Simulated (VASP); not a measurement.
# La (Pm-3m) in VASP: further runs

The runs below take La through single point, relaxation of cell and atoms, with PBE.

Everything below comes from runs of VASP 6.6.1. Logs are shortened: lines on timing, memory, paths and dates and some standing lists are left out, and cuts for length are marked.

## Step 1: The cell of the first run

It takes space group Pm-3m (No. 221, cubic). Conventional cell: a = 2.972 Å, b = 2.972 Å, c = 2.972 Å, α = 90.00°, β = 90.00°, γ = 90.00°. Within 3.9 Å of La (site symmetry m-3m) lie 6 La at 2.97 Å.

## Step 2: Single point, PBE

File INCAR:

```
ALGO     = Normal         # electronic algorithm
EDIFF    = 1E-6           # SCF threshold, eV
ENCUT    = 520            # plane-wave cutoff, eV
GGA      = PE             # functional
ISIF     = 2              # what is computed and relaxed
ISMEAR   = -1             # smearing method
LASPH    = True           # aspherical terms in the spheres
LCHARG   = False          # write CHGCAR
LREAL    = False          # projectors in reciprocal space
LWAVE    = False          # write WAVECAR
NBANDS   = 12             # bands
NELM     = 60             # most SCF steps
PREC     = Accurate       # precision mode
SIGMA    = 0.1            # smearing width, eV
```

File KPOINTS:

```
k-points
0
Gamma
  13 13 13
```

File POSCAR:

```
La
1.0
    2.9723629842      0.0000000000      0.0000000000
    0.0000000000      2.9723629842      0.0000000000
    0.0000000000      0.0000000000      2.9723629842
La
1
Direct
    0.0000000000      0.0000000000      0.0000000000
```

Potentials or basis: VASP PAW PBE potentials, release 64 (La).

Command:

```
$ cat potpaw_PBE.64/La/POTCAR > POTCAR
$ mpirun -np 1 vasp_std > vasp.out
```

OUTCAR:

```text
EDIFF = 1E-6
   ENCUT = 520
   GGA = PE
   ISIF = 2
   ISMEAR = -1
   LASPH = True
   LREAL = False
   NELM = 60
   PREC = Accurate

 ion  position               nearest neighbor table
   1  0.000  0.000  0.000-

  LATTYP: Found a simple cubic cell.
 ALAT       =     2.9723629842

  Lattice vectors:

 A1 = (   2.9723629842,   0.0000000000,   0.0000000000)
 A2 = (   0.0000000000,   2.9723629842,   0.0000000000)
 A3 = (   0.0000000000,   0.0000000000,   2.9723629842)

Analysis of symmetry for initial positions (statically):
=====================================================================
 Subroutine PRICEL returns:
 Original cell was already a primitive cell.

 Routine SETGRP: Setting up the symmetry group for a
 simple cubic supercell.

 Subroutine GETGRP returns: Found 48 space group operations
 (whereof 48 operations were pure point group operations)
 out of a pool of 48 trial point group operations.

The static configuration has the point symmetry O_h .

Analysis of symmetry for dynamics (positions and initial velocities):
=====================================================================
 Subroutine PRICEL returns:
 Original cell was already a primitive cell.

 Routine SETGRP: Setting up the symmetry group for a
 simple cubic supercell.

 Subroutine GETGRP returns: Found 48 space group operations
 (whereof 48 operations were pure point group operations)
 out of a pool of 48 trial point group operations.

The dynamic configuration has the point symmetry O_h .

 Subroutine INISYM returns: Found 48 space group operations
 (whereof 48 operations are pure point group operations),
 and found     1 'primitive' translations

----------------------------------------------------------------------------------------

                                     Primitive cell

  volume of cell :      26.2607

  direct lattice vectors                    reciprocal lattice vectors
     2.972362984  0.000000000  0.000000000     0.336432665  0.000000000  0.000000000
     0.000000000  2.972362984  0.000000000     0.000000000  0.336432665  0.000000000
     0.000000000  0.000000000  2.972362984     0.000000000  0.000000000  0.336432665

  length of vectors
     2.972362984  2.972362984  2.972362984     0.336432665  0.336432665  0.336432665

  position of ions in fractional coordinates (direct lattice)
     0.000000000  0.000000000  0.000000000

  ion indices of the primitive-cell ions
   primitive index   ion index
                 1           1

[... 78 lines left out ...]
   ISYM   =      2    0-nonsym 1-usesym 2-fastsym
   POTIM  = 0.5000    time-step for ionic-motion
   TEBEG  =    0.0;   TEEND  =   0.0 temperature during run
   PSTRESS=    0.0 pullay stress
   NELECT =      11.0000    total number of electrons
   NUPDOWN=      -1.0000    fix difference up-down
   EMIN   =  10.00;   EMAX   =-10.00  energy-range for DOS
   EFERMI =   0.00;   METHOD = LEGACY
   ISMEAR =    -1;   SIGMA  =   0.10  broadening in eV -4-tet -1-fermi 0-gaus
   EFERMI_NEDOS =   21; number of points for ismear=-14 and -15
   IALGO  =     38    algorithm
   IMIX   =      4    mixing-type and parameters
     AMIX     =   0.40;   BMIX     =  1.00
     AMIX_MAG =   1.60;   BMIX_MAG =  1.00
  volume/ion in A,a.u.               =      26.26       177.22
  Fermi-wavevector in a.u.,A,eV,Ry     =   1.224909  2.314743 20.414215  1.500402
  Thomas-Fermi vector in A             =   2.359966
   LORBIT       =      0    0 simple, 1 ext, 2 COOP (PROOUT), +10 PAW based schemes
   GGA     = PE    functional components
   LHFCALC =     F    Hartree Fock is set to
   AEXX    =    0.0000 exact exchange contribution
   IVDW    =     0    specifies the selected vdW correction
   LEPSILON=     F    determine dielectric tensor
   LRPA    =     F    only Hartree local field effects (RPA)
 non-spin polarized calculation
  energy-cutoff  :      520.00
  volume of cell :       26.26
 maximum number of plane-waves:       739
 NGX is ok and might be reduce to    24
   NGX = 11   NGY = 11   NGZ = 11

 number of electron      10.9999999 magnetization

 Free energy of the ion-electron system (eV)
  ---------------------------------------------------
  ext. energy  EPLUGINS =         0.00000000
  ---------------------------------------------------
  free energy    TOTEN  =        -4.02774849 eV

  energy without entropy =       -3.96693908  energy(sigma->0) =       -3.99734378

 E-fermi :  11.5838     XC(G=0): -11.0012

 val. band max:       11.5604941878   @ k =   0.3846   0.2308   0.2308
 cond. band min:      11.6070615694   @ k =   0.3846   0.3846   0.2308
 fundamental gap:      0.0465673816
 Fermi energy:        11.5837589984

 k-point     1 :       0.0000    0.0000    0.0000
  band No.  band energies     occupation
      1     -21.6744      2.00000
      2      -3.0603      2.00000
      3      -3.0603      2.00000
      4      -3.0603      2.00000
      5       9.3630      2.00000
      6       9.7915      2.00000
      7       9.7915      2.00000
      8      14.1699      0.00000
      9      14.1699      0.00000
     10      14.1699      0.00000
     11      14.6668      0.00000
     12      14.6668      0.00000
[... 331 lines left out ...]
 k-point    24 :       0.3846    0.3077    0.0000
  band No.  band energies     occupation
      1     -20.6338      2.00000
      2      -6.2996      2.00000
      3      -5.4781      2.00000
      4      -2.3151      2.00000
      5       9.3224      2.00000
      6      11.8149      0.18044
      7      13.4448      0.00000
      8      13.9625      0.00000
      9      14.3783      0.00000
     10      14.4676      0.00000
     11      14.7239      0.00000
     12      14.7289      0.00000

 [... further k-points ...]

------------------------ aborting loop because EDIFF is reached ----------------------------------------

  FORCE on cell =-STRESS in cart. coord.  units (eV):
  Direction    XX          YY          ZZ          XY          YZ          ZX
  --------------------------------------------------------------------------------------
  -------------------------------------------------------------------------------------
  Total        2.4731430      2.4731430      2.4731430      0.0000000      0.0000000     -0.0000000
  in kB      150.8878499    150.8878499    150.8878499      0.0000000      0.0000000     -0.0000000
  external PRESSURE =     150.8878499 kB  Pullay stress =       0.0000000 kB

 VOLUME and BASIS-vectors are now :
 -----------------------------------------------------------------------------
  energy-cutoff  :      520.00
  volume of cell :       26.26
      direct lattice vectors                 reciprocal lattice vectors
     2.972362984  0.000000000  0.000000000     0.336432665  0.000000000  0.000000000
     0.000000000  2.972362984  0.000000000     0.000000000  0.336432665  0.000000000
     0.000000000  0.000000000  2.972362984     0.000000000  0.000000000  0.336432665

 POSITION                                       TOTAL-FORCE (eV/Angst)
 -----------------------------------------------------------------------------------
      0.00000      0.00000      0.00000         0.000000      0.000000      0.000000
 -----------------------------------------------------------------------------------
    total drift:                                0.000000      0.000000      0.000000

  FREE ENERGIE OF THE ION-ELECTRON SYSTEM (eV)
  ---------------------------------------------------
  free  energy   TOTEN  =        -4.0277484869 eV

  energy  without entropy=       -3.9669390766  energy(sigma->0) =       -3.99734378
```

Run time: 16 s. Hardware: 1 thread of Intel Xeon 6975P-C, shared host; peak memory 0.17 GiB.

What came out:

* Free energy: -4.0277 eV
* Pressure: 15.1 GPa

Levels at points of the mesh, in eV from the Fermi level:
```csv
k point,band 2,band 3,band 4,band 5,band 6,band 7,band 8,band 9
"(0.00, 0.00, 0.00)",-14.64,-14.64,-14.64,-2.22,-1.79,-1.79,2.59,2.59
```

Caveat: spin-orbit coupling is left out, which moves the levels of the heavy elements.

## Step 3: Single point, PBE

File INCAR:

```
SYSTEM = La
ALGO = Normal
EDIFF = 1E-6
ENCUT = 520
GGA = PE
ISIF = 2
ISMEAR = -1
LASPH = .TRUE.
LCHARG = .FALSE.
LREAL = .FALSE.
LWAVE = .FALSE.
NBANDS = 12
NELM = 80
PREC = Accurate
SIGMA = 0.1
```

File KPOINTS:

```
k-points
0
G
  13 13 13
  0 0 0
```

File POSCAR:

```
La
1.0
    2.9731160043      0.0000000000      0.0000000000
    0.0000000000      2.9731160043      0.0000000000
    0.0000000000      0.0000000000      2.9731160043
La
1
Direct
    0.0000000000      0.0000000000      0.0000000000
```

Potentials or basis: VASP PAW PBE potentials, release 64 (La).

Command:

```
$ cat potpaw_PBE.64/La/POTCAR > POTCAR
$ mpirun -np 1 vasp_std > vasp.out
```

Wall time 16 s (1 thread of Intel Xeon 6975P-C, shared host); peak memory 0.17 GiB.

It converged, with:

* Free energy: -4.0296 eV
* Pressure: 15.0 GPa

Levels at points of the mesh, in eV from the Fermi level:
```csv
k point,band 2,band 3,band 4,band 5,band 6,band 7,band 8,band 9
"(0.00, 0.00, 0.00)",-14.65,-14.65,-14.65,-2.22,-1.79,-1.79,2.58,2.58
```

Caveat: spin-orbit coupling is left out, which moves the levels of the heavy elements.

## Step 4: Relaxation of cell and atoms, PBE, target pressure 15 GPa, at which the enthalpy is minimised

File INCAR:

```
SYSTEM = La
  ALGO = Normal
  EDIFF = 1E-7
  EDIFFG = -0.005
  ENCUT = 600
  GGA = PE
  IBRION = 2
  ISIF = 3
  ISMEAR = -1
  LASPH = .True.
  LCHARG = .False.
  LREAL = .False.
  LWAVE = .False.
  NELM = 80
  NSW = 32
  PREC = Accurate
  PSTRESS = 150.0
  SIGMA = 0.1
```

File KPOINTS:

```
k-points
0
Gamma
  13 13 13
  0 0 0
```

File POSCAR:

```
La
1.0
    2.9723629842      0.0000000000      0.0000000000
    0.0000000000      2.9723629842      0.0000000000
    0.0000000000      0.0000000000      2.9723629842
La
1
Direct
    0.0000000000      0.0000000000      0.0000000000
```

Command:

```
$ cat potpaw_PBE.64/La/POTCAR > POTCAR
$ mpirun -np 1 vasp_std > vasp.out
```

It took 35 s on 1 thread of Intel Xeon 6975P-C, shared host; peak memory 0.17 GiB.

It converged, with:

```
Free energy                                            : -4.0318 eV
Relaxed volume                                         : 26.30 Å³/atom
Relaxed cell                                           : a = 2.974 Å, b = 2.974 Å, c = 2.974 Å, α = 90.00°, β = 90.00°, γ = 90.00°
Space group after relaxing (to 0.05 Å)                 : Pm-3m (No. 221)
Energy change on relaxing (the enthalpy is what falls) : -3.4 meV/atom
Ionic steps                                            : 3
Pressure after relaxing                                : 15.0 GPa
```

Step by step:
| step | energy change (eV) | largest force (eV/Å) | pressure (GPa) | volume (Å³) |
| --- | --- | --- | --- | --- |
| 1 | 0.0000 | 0.0000 | 15.09 | 26.26 |
| 2 | -0.0053 | 0.0000 | 14.95 | 26.32 |
| 3 | -0.0034 | 0.0000 | 15.00 | 26.30 |

Final structure:
```yaml
crystal:
  lattice:
    - [2.97374, 0.00000, 0.00000]
    - [0.00000, 2.97374, 0.00000]
    - [0.00000, 0.00000, 2.97374]
  atoms:
    - { symbol: La, position: [0.00000, 0.00000, 0.00000] }
```

Levels at points of the mesh, in eV from the Fermi level:
```tsv
k point	band 2	band 3	band 4	band 5	band 6	band 7	band 8	band 9
(0.00, 0.00, 0.00)	-14.65	-14.65	-14.65	-2.23	-1.79	-1.79	2.58	2.58
```

Caveat: the cell is relaxed towards a set pressure, so the enthalpy falls and the energy may rise; spin-orbit coupling is left out, which moves the levels of the heavy elements.

## Step 5: Relaxation of cell and atoms, PBE, target pressure 15 GPa, at which the enthalpy is minimised

This run uses another cell than the first one, of 27.28 Å³/atom, 1.039 times its volume.

File INCAR:

```
SYSTEM = La
PREC     = Accurate       ! precision mode
ENCUT    = 600            ! plane-wave cutoff, eV
EDIFF    = 1E-7           ! SCF threshold, eV
ISMEAR   = -1             ! smearing method
SIGMA    = 0.1            ! smearing width, eV
LREAL    = .False.        ! projectors in reciprocal space
LASPH    = .True.         ! aspherical terms in the spheres
NELM     = 60             ! most SCF steps
ALGO     = Normal         ! electronic algorithm
ISIF     = 3              ! what is computed and relaxed
LWAVE    = .False.        ! write WAVECAR
LCHARG   = .False.        ! write CHGCAR
GGA      = PE             ! functional
IBRION   = 2              ! ionic algorithm
NSW      = 60             ! ionic steps
EDIFFG   = -0.005         ! ionic threshold
PSTRESS  = 150.0
```

File KPOINTS:

```
regular mesh
0
Gamma
  13 13 13
  0 0 0
```

File POSCAR:

```
La
1.0
    3.0104765063      0.0000000000      0.0000000000
    0.0000000000      3.0104765063      0.0000000000
    0.0000000000      0.0000000000      3.0104765063
La
1
Direct
    0.0000000000      0.0000000000      0.0000000000
```

Potentials or basis: VASP PAW PBE potentials, release 64 (La).

Command:

```
$ cat potpaw_PBE.64/La/POTCAR > POTCAR
$ mpirun -np 1 vasp_std > vasp.out
```

OUTCAR:

```text
SYSTEM = La
   PREC = Accurate
   ENCUT = 600
   EDIFF = 1E-7
   ISMEAR = -1
   LREAL = .False.
   LASPH = .True.
   NELM = 60
   ISIF = 3
   GGA = PE
   IBRION = 2
   NSW = 60
   EDIFFG = -0.005
   PSTRESS = 150.0

 ion  position               nearest neighbor table
   1  0.000  0.000  0.000-

  LATTYP: Found a simple cubic cell.
 ALAT       =     3.0104765063

  Lattice vectors:

 A1 = (   3.0104765063,   0.0000000000,   0.0000000000)
 A2 = (   0.0000000000,   3.0104765063,   0.0000000000)
 A3 = (   0.0000000000,   0.0000000000,   3.0104765063)

Analysis of symmetry for initial positions (statically):
=====================================================================
 Subroutine PRICEL returns:
 Original cell was already a primitive cell.

 Routine SETGRP: Setting up the symmetry group for a
[... 246 lines left out ...]
  free energy    TOTEN  =        -4.03202112 eV

  energy without entropy =       -3.97119039  energy(sigma->0) =       -4.00160575

 E-fermi :  11.5647     XC(G=0): -10.9949

 val. band max:       11.5443684547   @ k =   0.3846   0.2308   0.2308
 cond. band min:      11.5890497379   @ k =   0.3077   0.1538   0.0000
 fundamental gap:      0.0446812832
 Fermi energy:        11.5647128368

 k-point     1 :       0.0000    0.0000    0.0000
  band No.  band energies     occupation
      1     -21.6905      2.00000
      2      -3.0838      2.00000
      3      -3.0838      2.00000
      4      -3.0838      2.00000
      5       9.3388      2.00000
      6       9.7764      2.00000
      7       9.7764      2.00000
      8      14.1480      0.00000
      9      14.1480      0.00000
[... 265 lines left out ...]
 k-point    24 :       0.3846    0.3077    0.0000
  band No.  band energies     occupation
      1     -20.6542      2.00000
      2      -6.3136      2.00000
      3      -5.4945      2.00000
      4      -2.3413      2.00000
      5       9.3086      2.00000
      6      11.7945      0.18256
      7      13.4248      0.00000
      8      13.9402      0.00000
      9      14.3552      0.00000

 [... further k-points ...]
[... 5 lines left out ...]
  --------------------------------------------------------------------------------------
  -------------------------------------------------------------------------------------
  Total        2.4612329      2.4612329      2.4612329      0.0000000      0.0000000     -0.0000000
  in kB      149.9493344    149.9493344    149.9493344      0.0000000      0.0000000     -0.0000000
  external PRESSURE =      -0.0506656 kB  Pullay stress =     150.0000000 kB
[... 20 lines left out ...]
  energy  without entropy=       -3.9711903860  energy(sigma->0) =       -4.00160575

  enthalpy is  TOTEN    =        -1.5699566401 eV   P V=        2.4620644765

 reached required accuracy - stopping structural energy minimisation
```

CONTCAR:

```text
La
   1.00000000000000
     2.9737622800935228   -0.0000000000000000    0.0000000000000000
     0.0000000000000000    2.9737622800935228    0.0000000000000000
    -0.0000000000000000   -0.0000000000000000    2.9737622800935228
  La
     1
Direct
     0.0000000000000000    0.0000000000000000    0.0000000000000000

  0.00000000E+00  0.00000000E+00  0.00000000E+00
```

It took 38 s on 1 thread of Intel Xeon 6975P-C, shared host; peak memory 0.18 GiB.

What came out:

```
Free energy                                            : -4.0320 eV
Relaxed volume                                         : 26.30 Å³/atom
Relaxed cell                                           : a = 2.974 Å, b = 2.974 Å, c = 2.974 Å, α = 90.00°, β = 90.00°, γ = 90.00°
Space group after relaxing (to 0.05 Å)                 : Pm-3m (No. 221)
Energy change on relaxing (the enthalpy is what falls) : +84.6 meV/atom
Ionic steps                                            : 3
Pressure after relaxing                                : 15.0 GPa
```

The path:
```
step  energy change (eV)  largest force (eV/Å)  pressure (GPa)  volume (Å³)
   1              0.0000                0.0000           12.52        27.28
   2              0.1484                0.0000           16.77        25.65
   3              0.0846                0.0000           14.99        26.30
```

Final structure:
```
La
1.0
     2.97376    0.00000    0.00000
     0.00000    2.97376    0.00000
     0.00000    0.00000    2.97376
La
1
Direct
  0.00000 0.00000 0.00000
```

Caveat: the cell is relaxed towards a set pressure, so the enthalpy falls and the energy may rise; spin-orbit coupling is left out, which moves the levels of the heavy elements.

## Step 6: Overview

| task | cell | cutoff (eV) | gap on the mesh (eV) | pressure (GPa) |
| --- | --- | --- | --- | --- |
| single point | a = 2.972 Å, 1 atom | 520 | none | 15.1 |
| single point | a = 2.973 Å, 1 atom | 520 | none | 15.0 |
| relaxation of cell and atoms | relaxed to 15 GPa from a = 2.972 Å, 1 atom | 600 | none | 15.0 |
| relaxation of cell and atoms | relaxed to 15 GPa from a = 3.010 Å, 1 atom | 600 | none | 15.0 |

Alike in all rows: level PBE; potentials or basis VASP PAW PBE potentials, release 64 (La); no spin polarisation; k mesh 13 × 13 × 13; smearing fermi-dirac 0.1 eV.

Caveats: spin-orbit coupling is left out, which moves the levels of the heavy elements; the cell is relaxed towards a set pressure, so the enthalpy falls and the energy may rise (some runs).

Total energies depend on the potentials used, so only differences within one code and one set of settings carry meaning.
